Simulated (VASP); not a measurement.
Write the native input for VASP 6.6.1 that does the following.

```yaml
Task: single point
Functional: PBE
Dispersion: D3(BJ)
Potentials_or_basis: VASP PAW PBE potentials, release 64 (Sn_d, O)
Cutoff: 600 eV
k_mesh: 9 × 9 × 2
Occupations: gaussian, width 0.05 eV
Spin: no spin polarisation
Dipole_correction: no
Further_INCAR_settings: ALGO = Normal; EDIFF = 1e-06; NBANDS = 49
```

The structure of SnO2 lies in POSCAR:

```
SnO2
1.0
   -3.2372529198      0.0000000000      0.0000000000
   -1.6186264599     -2.8035432670      0.0000000000
    0.0000000000     -0.0000000001     12.8754773976
Sn O
3 6
Direct
    0.6666666667      0.6666666667      0.8333333333
    1.0000000000      0.0000000000      0.5000000000
    0.3333333333      0.3333333333      0.1666666667
    0.6666666667      0.6666666667      0.5769333518
    1.0000000000      0.0000000000      0.2436000185
    0.3333333333      0.3333333333      0.9102666852
    0.6666666667      0.6666666667      0.0897333148
    1.0000000000      0.0000000000      0.7563999815
    0.3333333333      0.3333333333      0.4230666482
```

One way to write it, as run:

INCAR

```
ALGO = Normal ; EDIFF = 1E-6
ENCUT = 600 ; GGA = PE
GGA_COMPAT = False ; ISIF = 2
ISMEAR = 0 ; IVDW = 12
LASPH = True ; LCHARG = True
LELF = True ; LREAL = False
LVHAR = True ; LWAVE = False
NBANDS = 49 ; NELM = 120
PREC = Accurate ; SIGMA = 0.05
```

KPOINTS

```
k-points
0
Gamma
  9 9 2
```

Potentials or basis: VASP PAW PBE potentials, release 64 (Sn_d, O).

Launch:

```bash
$ cat potpaw_PBE.64/Sn_d/POTCAR potpaw_PBE.64/O/POTCAR > POTCAR
$ mpirun -np 1 vasp_std > vasp.out
```

It gave:

The pressure is 0.5 GPa and the largest force is 0.056 eV/Å. The band gap on the k mesh is 1.55 eV. The dispersion energy per atom is -0.201 eV.

Caveat: spin-orbit coupling is left out, which moves the levels of the heavy elements.

Wall time 3.6 min on 1 thread of AMD EPYC 7R43 64-Core Processor (Zen 3) (shared host), peak memory 0.3 GiB.
